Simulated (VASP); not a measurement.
# AgCl (I4/mmm) in VASP: further runs, part 2 of 2

VASP 6.6.1. The steps go on from the part before.

**5. Single point, PBE (strain +0.040 along x and y, -0.040 along z)**

File INCAR:

```
PREC = Accurate ; ENCUT = 520
EDIFF = 1E-6 ; ISMEAR = 0
SIGMA = 0.05 ; LREAL = False
LASPH = True ; NELM = 60
ALGO = Normal ; ISIF = 2
LWAVE = False ; LCHARG = True
GGA = PE ; LELF = True
LVHAR = True ; NBANDS = 16
```

File KPOINTS:

```
Automatic mesh
0
Gamma
  8 8 8
```

File POSCAR:

```
AgCl
1.0
    0.0000000000      2.9182637648      2.6937819368
    2.9182637648      0.0000000000      2.6937819368
    2.9182637648      2.9182637648      0.0000000000
Ag Cl
1 1
Direct
    0.5000000000      0.5000000000      0.5000000000
    0.0000000000      0.0000000000      0.0000000000
```

The run is started by

```sh
$ cat potpaw_PBE.64/Ag/POTCAR potpaw_PBE.64/Cl/POTCAR > POTCAR
$ mpirun -np 1 vasp_std > vasp.out
```

Run time: 34 s. Hardware: 1 thread of Intel Xeon 6975P-C, shared host; peak memory 0.2 GiB.

It converged, with:

* Free energy: -5.3886 eV
* Pressure: -1.1 GPa
* Band gap on the k mesh: 0.77 eV, indirect (least direct gap 2.94 eV)

Stress tensor (GPa, compression positive):
```
-1.31  0.00  0.00
 0.00 -1.31  0.00
 0.00  0.00 -0.67
```

Levels at points of the mesh, in eV from the valence-band top:
```
           k point  band 7  band 8  band 9  band 10  band 11  band 12
(0.00, 0.00, 0.00)   -2.29   -2.16   -2.16     0.77    10.64    10.64
(0.50, 0.00, 0.00)   -1.78   -0.41    0.00     4.22     6.04     7.22
(0.50, 0.50, 0.00)   -2.00   -2.00   -1.93     2.30     7.63     8.73
(0.50, 0.00, 0.50)   -2.01   -1.98   -1.94     2.33     7.94     8.12
```

Caveat: the cell differs from its parent crystal (strain +0.040 along x and y, -0.040 along z).

**6. Single point, PBE (strain +0.000 along x and y, +0.080 along z)**

File INCAR:

```
SYSTEM = AgCl
PREC = Accurate
ENCUT = 520
EDIFF = 1E-6
ISMEAR = 0
SIGMA = 0.05
LREAL = .FALSE.
LASPH = .TRUE.
NELM = 100
ALGO = Normal
ISIF = 2
LWAVE = .FALSE.
LCHARG = .FALSE.
GGA = PE
NBANDS = 16
```

File KPOINTS:

```
Automatic mesh
0
G
  8 8 8
  0 0 0
```

File POSCAR:

```
AgCl
1.0
    0.0000000000      2.8060228508      3.0305046789
    2.8060228508      0.0000000000      3.0305046789
    2.8060228508      2.8060228508      0.0000000000
Ag Cl
1 1
Direct
    0.5000000000      0.5000000000      0.5000000000
    0.0000000000      0.0000000000      0.0000000000
```

Potentials or basis: VASP PAW PBE potentials, release 64 (Ag, Cl).

The run is started by

```sh
$ cat potpaw_PBE.64/Ag/POTCAR potpaw_PBE.64/Cl/POTCAR > POTCAR
$ mpirun -np 1 vasp_std > vasp.out
```

OUTCAR:

```text
SYSTEM = AgCl
   PREC = Accurate
   ENCUT = 520
   EDIFF = 1E-6
   ISMEAR = 0
   LREAL = .FALSE.
   LASPH = .TRUE.
   NELM = 100
   ISIF = 2
   GGA = PE

 ion  position               nearest neighbor table
   1  0.500  0.500  0.500-   2 2.81   2 2.81   2 2.81   2 2.81   2 3.03   2 3.03
   2  0.000  0.000  0.000-   1 2.81   1 2.81   1 2.81   1 2.81   1 3.03   1 3.03

  LATTYP: Found a body centered tetragonal cell.
 ALAT       =     3.9683155719
 C/A-ratio  =     1.5273506474

  Lattice vectors:

 A1 = (  -2.8060228508,   0.0000000000,   3.0305046789)
 A2 = (   2.8060228508,   0.0000000000,   3.0305046789)
 A3 = (   0.0000000000,   2.8060228508,  -3.0305046789)

Analysis of symmetry for initial positions (statically):
=====================================================================
 Subroutine PRICEL returns:
 Original cell was already a primitive cell.

 Routine SETGRP: Setting up the symmetry group for a
 body centered tetragonal supercell.

 Subroutine GETGRP returns: Found 16 space group operations
 (whereof 16 operations were pure point group operations)
 out of a pool of 16 trial point group operations.

The static configuration has the point symmetry D_4h.

Analysis of symmetry for dynamics (positions and initial velocities):
=====================================================================
 Subroutine PRICEL returns:
 Original cell was already a primitive cell.

 Routine SETGRP: Setting up the symmetry group for a
 body centered tetragonal supercell.

 Subroutine GETGRP returns: Found 16 space group operations
 (whereof 16 operations were pure point group operations)
 out of a pool of 16 trial point group operations.

The dynamic configuration has the point symmetry D_4h.

 Subroutine INISYM returns: Found 16 space group operations
 (whereof 16 operations are pure point group operations),
 and found     1 'primitive' translations

----------------------------------------------------------------------------------------

                                     Primitive cell

  volume of cell :      47.7230

  direct lattice vectors                    reciprocal lattice vectors
     0.000000000  2.806022851  3.030504679    -0.178188143  0.178188143  0.164989021
     2.806022851  0.000000000  3.030504679     0.178188143 -0.178188143  0.164989021
     2.806022851  2.806022851  0.000000000     0.178188143  0.178188143 -0.164989021

  length of vectors
     4.130099617  4.130099617  3.968315572     0.301203263  0.301203263  0.301203263

  position of ions in fractional coordinates (direct lattice)
     0.500000000  0.500000000  0.500000000
     0.000000000  0.000000000  0.000000000

  ion indices of the primitive-cell ions
   primitive index   ion index
                 1           1
                 2           2

----------------------------------------------------------------------------------------

 KPOINTS: Automatic mesh

Automatic generation of k-mesh.
 Grid dimensions read from file:
 generate k-points for:    8    8    8

 Generating k-lattice:

  Cartesian coordinates                     Fractional coordinates (reciprocal lattice)
    -0.022273518  0.022273518  0.020623628     0.125000000 -0.000000000  0.000000000
     0.022273518 -0.022273518  0.020623628    -0.000000000  0.125000000  0.000000000
     0.022273518  0.022273518 -0.020623628     0.000000000  0.000000000  0.125000000

  Length of vectors
     0.037650408  0.037650408  0.037650408

  Shift w.r.t. Gamma in fractional coordinates (k-lattice)
     0.000000000  0.000000000  0.000000000

 Subroutine IBZKPT returns following result:
 ===========================================

 Found     59 irreducible k-points:

 Following reciprocal coordinates:
            Coordinates               Weight
  0.000000  0.000000  0.000000      1.000000
  0.125000  0.000000  0.000000      8.000000
  0.250000  0.000000  0.000000      8.000000
  0.375000  0.000000  0.000000      8.000000
  0.500000  0.000000  0.000000      4.000000
  0.125000  0.125000  0.000000      2.000000
[... 16 lines left out ...]
  0.250000  0.000000  0.125000     16.000000
  0.375000  0.000000  0.125000     16.000000
 [... further k-points ...]
   k-points           NKPTS =     59   k-points in BZ     NKDIM =     59   number of bands    NBANDS=     16
   number of dos      NEDOS =    301   number of ions     NIONS =      2
   total plane-waves  NPLWV =  30720
   dimension x,y,z NGX =    32 NGY =   32 NGZ =   30
   dimension x,y,z NGXF=    64 NGYF=   64 NGZF=   60
   ions per type =               1   1
   NGX,Y,Z   is equivalent  to a cutoff of  12.88, 12.88, 12.57 a.u.
   NGXF,Y,Z  is equivalent  to a cutoff of  25.76, 25.76, 25.14 a.u.
 SYSTEM =  AgCl
   PREC   = accura    normal or accurate (medium, high low for compatibility)
   ISTART =      0    job   : 0-new  1-cont  2-samecut
   ICHARG =      2    charge: 1-file 2-atom 10-const
   ISPIN  =      1    spin polarized calculation?
   LNONCOLLINEAR =      F non collinear calculations
   LSORBIT =      F    spin-orbit coupling
   LASPH  =      T    aspherical Exc in radial PAW
   ENCUT  =  520.0 eV  38.22 Ry    6.18 a.u.   7.68  7.68  7.38*2*pi/ulx,y,z
   NELM   =    100;   NELMIN=  2; NELMDL= -5     # of ELM steps
   EDIFF  = 0.1E-05   stopping-criterion for ELM
   LREAL  =      F    real-space projection
   EDIFFG = 0.1E-04   stopping-criterion for IOM
   NSW    =      0    number of steps for IOM
   IBRION =     -1    ionic relax: 0-MD 1-quasi-New 2-CG
   NFREE  =      0    steps in history (QN), initial steepest desc. (CG)
   ISIF   =      2    stress and relaxation
   ISYM   =      2    0-nonsym 1-usesym 2-fastsym
   POTIM  = 0.5000    time-step for ionic-motion
   TEBEG  =    0.0;   TEEND  =   0.0 temperature during run
   PSTRESS=    0.0 pullay stress
   NELECT =      18.0000    total number of electrons
   NUPDOWN=      -1.0000    fix difference up-down
   EMIN   =  10.00;   EMAX   =-10.00  energy-range for DOS
   EFERMI =   0.00;   METHOD = LEGACY
   ISMEAR =     0;   SIGMA  =   0.05  broadening in eV -4-tet -1-fermi 0-gaus
   EFERMI_NEDOS =   21; number of points for ismear=-14 and -15
   IALGO  =     38    algorithm
   IMIX   =      4    mixing-type and parameters
     AMIX     =   0.40;   BMIX     =  1.00
     AMIX_MAG =   1.60;   BMIX_MAG =  1.00
  volume/ion in A,a.u.               =      23.86       161.03
  Fermi-wavevector in a.u.,A,eV,Ry     =   1.182832  2.235229 19.035809  1.399092
  Thomas-Fermi vector in A             =   2.319079
   LORBIT       =      0    0 simple, 1 ext, 2 COOP (PROOUT), +10 PAW based schemes
   GGA     = PE    functional components
   LHFCALC =     F    Hartree Fock is set to
   AEXX    =    0.0000 exact exchange contribution
   IVDW    =     0    specifies the selected vdW correction
   LEPSILON=     F    determine dielectric tensor
   LRPA    =     F    only Hartree local field effects (RPA)
 non-spin polarized calculation
 Gauss-broadening in eV      SIGMA  =   0.05
  energy-cutoff  :      520.00
  volume of cell :       47.72
 maximum number of plane-waves:      1307
   NGX = 15   NGY = 15   NGZ = 15

 number of electron      17.9999999 magnetization

 Free energy of the ion-electron system (eV)
  ---------------------------------------------------
  ext. energy  EPLUGINS =         0.00000000
  ---------------------------------------------------
  free energy    TOTEN  =        -5.36893070 eV

  energy without entropy =       -5.36893070  energy(sigma->0) =       -5.36893070

 E-fermi :   2.9996     XC(G=0):  -9.3773

 val. band max:        2.6988190776   @ k =   0.5000   0.0000   0.0000
 cond. band min:       3.4735683117   @ k =   0.0000   0.0000   0.0000
 fundamental gap:      0.7747492341
 Fermi energy:         2.9996001605

 k-point     1 :       0.0000    0.0000    0.0000
  band No.  band energies     occupation
      1     -11.9922      2.00000
      2       0.3289      2.00000
      3       0.4516      2.00000
      4       0.4551      2.00000
      5       0.4667      2.00000
      6       0.4667      2.00000
[... 8 lines left out ...]
     15      15.0389      0.00000
     16      15.2857      0.00000
[... 419 lines left out ...]
 k-point    24 :       0.3750    0.0000    0.1250
  band No.  band energies     occupation
      1     -11.7319      2.00000
      2      -1.6018      2.00000
      3      -0.9047      2.00000
      4      -0.5877      2.00000
      5       0.5576      2.00000
      6       0.6803      2.00000
[... 8 lines left out ...]
     15      16.0382      0.00000
     16      16.5100      0.00000

 [... further k-points ...]

------------------------ aborting loop because EDIFF is reached ----------------------------------------

  FORCE on cell =-STRESS in cart. coord.  units (eV):
  Direction    XX          YY          ZZ          XY          YZ          ZX
  --------------------------------------------------------------------------------------
  -------------------------------------------------------------------------------------
  Total       -0.7097814     -0.7097814     -0.7184341      0.0000000      0.0000000      0.0000000
  in kB      -23.8291113    -23.8291113    -24.1196022      0.0000000      0.0000000      0.0000000
  external PRESSURE =     -23.9259416 kB  Pullay stress =       0.0000000 kB

 VOLUME and BASIS-vectors are now :
 -----------------------------------------------------------------------------
  energy-cutoff  :      520.00
  volume of cell :       47.72
      direct lattice vectors                 reciprocal lattice vectors
     0.000000000  2.806022851  3.030504679    -0.178188143  0.178188143  0.164989021
     2.806022851  0.000000000  3.030504679     0.178188143 -0.178188143  0.164989021
     2.806022851  2.806022851  0.000000000     0.178188143  0.178188143 -0.164989021

 POSITION                                       TOTAL-FORCE (eV/Angst)
 -----------------------------------------------------------------------------------
      2.80602      2.80602      3.03050        -0.000000      0.000000      0.000000
      0.00000      0.00000      0.00000         0.000000     -0.000000      0.000000
 -----------------------------------------------------------------------------------
    total drift:                                0.000000     -0.000000      0.000000

  FREE ENERGIE OF THE ION-ELECTRON SYSTEM (eV)
  ---------------------------------------------------
  free  energy   TOTEN  =        -5.3689306970 eV

  energy  without entropy=       -5.3689306970  energy(sigma->0) =       -5.36893070
```

Wall time 28 s (1 thread of Intel Xeon 6975P-C, shared host); peak memory 0.2 GiB.

Results:

```yaml
Free_energy: -5.3689 eV
Pressure: -2.4 GPa
Band_gap_on_the_k_mesh: 0.77 eV, indirect (least direct gap 2.76 eV)
```

Caveat: the cell differs from its parent crystal (strain +0.000 along x and y, +0.080 along z). A k mesh can miss the band edges.

**7. Overview**

| cell | gap on the mesh (eV) | pressure (GPa) |
| --- | --- | --- |
| a = 3.890, b = 3.890, c = 3.968 Å, angles 59.3, 59.3, 61.3°, 2 atoms | 0.80 | 1.9 |
| a = 4.055, b = 4.055, c = 3.810 Å, angles 62.0, 62.0, 56.0°, 2 atoms | 0.62 | 1.2 |
| a = 3.896, b = 3.896, c = 4.127 Å, angles 58.0, 58.0, 64.0°, 2 atoms | 0.72 | 1.4 |
| a = 3.971, b = 3.971, c = 4.127 Å, angles 58.7, 58.7, 62.6°, 2 atoms | 0.77 | -1.1 |
| a = 4.130, b = 4.130, c = 3.968 Å, angles 61.3, 61.3, 57.4°, 2 atoms | 0.77 | -2.4 |

Alike in all rows: task single point; level PBE; potentials or basis VASP PAW PBE potentials, release 64 (Ag, Cl); no spin polarisation; k mesh 8 × 8 × 8; cutoff (eV) 520; smearing gaussian 0.05 eV.

Total energies depend on the potentials used, so only differences within one code and one set of settings carry meaning.
